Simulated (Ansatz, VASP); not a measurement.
# SrO in VASP and in Ansatz

The input INCAR:

```
SYSTEM = SrO
  PREC = Accurate
  ENCUT = 520
  EDIFF = 1E-6
  ISMEAR = -1
  SIGMA = 0.02
  LREAL = .FALSE.
  LASPH = .TRUE.
  NELM = 100
  ALGO = Normal
  ISIF = 2
  LWAVE = .FALSE.
  LCHARG = .FALSE.
  GGA = PE
  NBANDS = 15
```

File KPOINTS:

```
regular mesh
0
G
  8 8 8
  0 0 0
```

Contents of POSCAR:

```
SrO
1.0
   -0.1475209593      2.7550546380      2.7550546380
    2.7550546380     -0.1475209593      2.7550546380
    2.7550546380      2.7550546380     -0.1475209593
Sr O
1 1
Direct
   -0.0047450189     -0.0047450189     -0.0047450189
    0.2547450189      0.2547450189      0.2547450189
```

Input for Ansatz:

```yaml
crystal:
  lattice:
    - [-0.1475209593, 2.755054638, 2.755054638]
    - [2.755054638, -0.1475209593, 2.755054638]
    - [2.755054638, 2.755054638, -0.1475209593]
  atoms:
    - { symbol: Sr, position: [-0.0047450189, -0.0047450189, -0.0047450189] }
    - { symbol: O, position: [0.2547450189, 0.2547450189, 0.2547450189] }
kpoints:
  mp_grid: { grid: [8, 8, 8] }
  band_path:
    path:
      - [0.0, 0.0, 0.0]
      - [-0.5, -0.5, 0.0]
      - [-0.375, -0.375, 0.25]
      - [-0.375, 0.0, 0.375]
      - [0.0, 0.0, 0.5]
      - [-0.5, -0.25, 0.25]
    npoints: 1
hamiltonian:
  xc: pbe
scf:
  occupations: { method: fermi_dirac, width: 0.02 }
  n_extra_bands: 4
output:
  forces: true
  stress: true
  eigenvalues: true
```

Change from the starting cell: epitaxial_111 strain +4.0%.

Alike in both runs: task single point; functional PBE; k mesh 8 × 8 × 8; occupations fermi-dirac, width 0.02 eV; no spin polarisation.

|  | VASP | Ansatz |
| --- | --- | --- |
| version | VASP 6.6.1 | Ansatz 0.2.0 |
| potentials or method | VASP PAW PBE potentials, release 64 (Sr_sv, O) | plane waves, PAW |
| plane-wave cutoff (eV) | 520 | 420 |
| valence electrons in the cell | 16 | 16 |

Ansatz gave:

```
gap on the k mesh at the Fermi level (eV)                     : 2.41
pressure (GPa)                                                : -1.5
traceless stress, the component that is largest in VASP (GPa) : 1.22
rms of the force components (eV/Å)                            : 0.007
```

Task: Estimate VASP's values.

Result: gap on the k mesh at the Fermi level (eV): 2.41; pressure (GPa): -1.1; traceless stress, the component that is largest in VASP (GPa): 1.23; rms of the force components (eV/Å): 0.002.

Atom by atom the forces differ by 0.009 eV/Å (rms over components). With one functional, cell and mesh, what is left measures potentials, basis and numerics.
